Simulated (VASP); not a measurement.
# CsI (Pm-3m) in VASP: density of states with PBE

Aim: the density of states of CsI with PBE.

Everything below comes from runs of VASP 6.6.1. Logs are shortened: lines on timing, memory, paths and dates and some standing lists are left out, and cuts for length are marked.

**1. The cell of the first run**

It takes space group Pm-3m (No. 221, cubic). Conventional cell: a = 4.540 Å, b = 4.540 Å, c = 4.540 Å, α = 90.00°, β = 90.00°, γ = 90.00°. Cs (site symmetry m-3m) has 8 I at 3.93 Å and 6 Cs at 4.54 Å within 5.2 Å. I (site symmetry m-3m) has 8 Cs at 3.93 Å and 6 I at 4.54 Å within 5.2 Å.

**2. Density of states, PBE**

POSCAR

```
CsI
1.0
    4.5400430000      0.0000000000      0.0000000000
    0.0000000000      4.5400430000      0.0000000000
    0.0000000000      0.0000000000      4.5400430000
Cs I
1 1
Direct
    0.0000000000      0.0000000000      0.0000000000
    0.5000000000      0.5000000000      0.5000000000
```

INCAR.step1

```
SYSTEM = CsI
ALGO = Normal
EDIFF = 1E-6
ENCUT = 400
GGA = PE
GGA_COMPAT = .False.
ISIF = 2
ISMEAR = -1
LASPH = .True.
LCHARG = .True.
LORBIT = 11
LREAL = .False.
LWAVE = .False.
NBANDS = 15
NEDOS = 2001
NELM = 120
PREC = Accurate
SIGMA = 0.1
```

KPOINTS.step1

```
k-points
0
Gamma
  6 6 6
  0 0 0
```

INCAR.step2

```
SYSTEM = CsI
ALGO = Normal
EDIFF = 1E-6
ENCUT = 400
GGA = PE
GGA_COMPAT = .False.
ICHARG = 11
ISIF = 2
ISMEAR = -5
LASPH = .True.
LCHARG = .False.
LORBIT = 10
LREAL = .False.
LWAVE = .False.
NBANDS = 15
NEDOS = 2001
NELM = 120
PREC = Accurate
SIGMA = 0.1
```

KPOINTS.step2

```
k-points
0
Gamma
  9 9 9
  0 0 0
```

Potentials or basis: VASP PAW PBE potentials, release 64 (Cs_sv, I).

On the command line:

```
> cat potpaw_PBE.64/Cs_sv/POTCAR potpaw_PBE.64/I/POTCAR > POTCAR
> cp INCAR.step1 INCAR
> cp KPOINTS.step1 KPOINTS
> mpirun -np 1 vasp_std > vasp.out
> cp INCAR.step2 INCAR
> cp KPOINTS.step2 KPOINTS
> mpirun -np 1 vasp_std > vasp.out
```

OUTCAR:

```text
SYSTEM = CsI
   EDIFF = 1E-6
   ENCUT = 400
   GGA = PE
   ICHARG = 11
   ISIF = 2
   ISMEAR = -5
   LASPH = .True.
   LORBIT = 10
   LREAL = .False.
   NELM = 120
   PREC = Accurate

 ion  position               nearest neighbor table
   1  0.000  0.000  0.000-
   2  0.500  0.500  0.500-

  LATTYP: Found a simple cubic cell.
 ALAT       =     4.5400430000

  Lattice vectors:

 A1 = (   4.5400430000,   0.0000000000,   0.0000000000)
 A2 = (   0.0000000000,   4.5400430000,   0.0000000000)
 A3 = (   0.0000000000,   0.0000000000,   4.5400430000)

Analysis of symmetry for initial positions (statically):
=====================================================================
 Subroutine PRICEL returns:
 Original cell was already a primitive cell.

 Routine SETGRP: Setting up the symmetry group for a
 simple cubic supercell.

 Subroutine GETGRP returns: Found 48 space group operations
 (whereof 48 operations were pure point group operations)
 out of a pool of 48 trial point group operations.

The static configuration has the point symmetry O_h .

Analysis of symmetry for dynamics (positions and initial velocities):
=====================================================================
 Subroutine PRICEL returns:
 Original cell was already a primitive cell.

 Routine SETGRP: Setting up the symmetry group for a
 simple cubic supercell.

 Subroutine GETGRP returns: Found 48 space group operations
 (whereof 48 operations were pure point group operations)
 out of a pool of 48 trial point group operations.

The dynamic configuration has the point symmetry O_h .

 Subroutine INISYM returns: Found 48 space group operations
 (whereof 48 operations are pure point group operations),
 and found     1 'primitive' translations

----------------------------------------------------------------------------------------

                                     Primitive cell

  volume of cell :      93.5793

  direct lattice vectors                    reciprocal lattice vectors
     4.540043000  0.000000000  0.000000000     0.220262231  0.000000000  0.000000000
     0.000000000  4.540043000  0.000000000     0.000000000  0.220262231  0.000000000
     0.000000000  0.000000000  4.540043000     0.000000000  0.000000000  0.220262231

  length of vectors
     4.540043000  4.540043000  4.540043000     0.220262231  0.220262231  0.220262231

  position of ions in fractional coordinates (direct lattice)
     0.000000000  0.000000000  0.000000000
     0.500000000  0.500000000  0.500000000

  ion indices of the primitive-cell ions
   primitive index   ion index
[... 95 lines left out ...]
     AMIX     =   0.40;   BMIX     =  1.00
     AMIX_MAG =   1.60;   BMIX_MAG =  1.00
  volume/ion in A,a.u.               =      46.79       315.75
  Fermi-wavevector in a.u.,A,eV,Ry     =   0.908632  1.717066 11.233143  0.825613
  Thomas-Fermi vector in A             =   2.032582
   LORBIT       =     10    0 simple, 1 ext, 2 COOP (PROOUT), +10 PAW based schemes
   GGA     = PE    functional components
   LHFCALC =     F    Hartree Fock is set to
   AEXX    =    0.0000 exact exchange contribution
   IVDW    =     0    specifies the selected vdW correction
   LEPSILON=     F    determine dielectric tensor
   LRPA    =     F    only Hartree local field effects (RPA)
 non-spin polarized calculation
 Fermi weights with tetrahedron method with Bloechl corrections
  energy-cutoff  :      400.00
  volume of cell :       93.58
 maximum number of plane-waves:      1743
 NGX is ok and might be reduce to    30

 number of electron      16.0000003 magnetization

 Free energy of the ion-electron system (eV)
  ---------------------------------------------------
  ext. energy  EPLUGINS =         0.00000000
  ---------------------------------------------------
  free energy    TOTEN  =        -5.41772914 eV

  energy without entropy =       -5.41772914  energy(sigma->0) =       -5.41772914

 E-fermi :   0.9054     XC(G=0):  -7.8439

 val. band max:        0.9028859450   @ k =   0.4444   0.4444   0.0000
 cond. band min:       4.8539146851   @ k =   0.0000   0.0000   0.0000
 fundamental gap:      3.9510287401
 Fermi energy:         0.9054146315

 k-point     1 :       0.0000    0.0000    0.0000
  band No.  band energies     occupation
      1     -19.4487      2.00000
      2      -9.7660      2.00000
      3      -6.1482      2.00000
      4      -6.1482      2.00000
      5      -6.1482      2.00000
      6       0.8333      2.00000
      7       0.8333      2.00000
      8       0.8333      2.00000
      9       4.8539      0.00000
     10       5.0726      0.00000
     11       5.0726      0.00000
     12       8.7176      0.00000
     13       8.7176      0.00000
     14       8.7176      0.00000
[... 401 lines left out ...]
      2      -9.6306      2.00000
      3      -6.4610      2.00000
      4      -6.4029      2.00000
      5      -6.0988      2.00000
      6      -0.1451      2.00000
      7       0.1137      2.00000
      8       0.6936      2.00000
      9       5.7424      0.00000
     10       6.3869      0.00000
     11       7.2397      0.00000
     12       7.5119      0.00000
     13       8.7799      0.00000
     14       9.6285      0.00000
     15      10.4525      0.00000

 [... further k-points ...]

------------------------ aborting loop because EDIFF is reached ----------------------------------------

  FORCE on cell =-STRESS in cart. coord.  units (eV):
  Direction    XX          YY          ZZ          XY          YZ          ZX
  --------------------------------------------------------------------------------------
  -------------------------------------------------------------------------------------
  Total        0.6020628      0.6020628      0.6020628     -0.0000000      0.0000000      0.0000000
  in kB       10.3079537     10.3079537     10.3079537     -0.0000000      0.0000000      0.0000000
  external PRESSURE =      10.3079537 kB  Pullay stress =       0.0000000 kB

 VOLUME and BASIS-vectors are now :
 -----------------------------------------------------------------------------
  energy-cutoff  :      400.00
  volume of cell :       93.58
      direct lattice vectors                 reciprocal lattice vectors
     4.540043000  0.000000000  0.000000000     0.220262231  0.000000000  0.000000000
     0.000000000  4.540043000  0.000000000     0.000000000  0.220262231  0.000000000
     0.000000000  0.000000000  4.540043000     0.000000000  0.000000000  0.220262231

 POSITION                                       TOTAL-FORCE (eV/Angst)
 -----------------------------------------------------------------------------------
      0.00000      0.00000      0.00000         0.000000      0.000000      0.000000
      2.27002      2.27002      2.27002         0.000000      0.000000      0.000000
 -----------------------------------------------------------------------------------
    total drift:                                0.000000     -0.000000     -0.000000

  FREE ENERGIE OF THE ION-ELECTRON SYSTEM (eV)
  ---------------------------------------------------
  free  energy   TOTEN  =        -5.4177291448 eV

  energy  without entropy=       -5.4177291448  energy(sigma->0) =       -5.41772914

 total charge

# of ion       s       p       d       tot
------------------------------------------
    1        1.844   4.705   0.031   6.579
    2        1.495   2.843   0.002   4.340
--------------------------------------------------
tot          3.339   7.547   0.033  10.919
```

Run time: 24 s. Hardware: 1 thread of Intel Xeon Platinum 8375C at 2.90GHz (Ice Lake), shared host; peak memory 0.17 GiB.

Results:

```yaml
Valence_electrons_inside_the_program's_atomic_spheres: Cs 6.58; I 4.34
```

Caveat: spin-orbit coupling is left out, which moves the levels of the heavy elements.
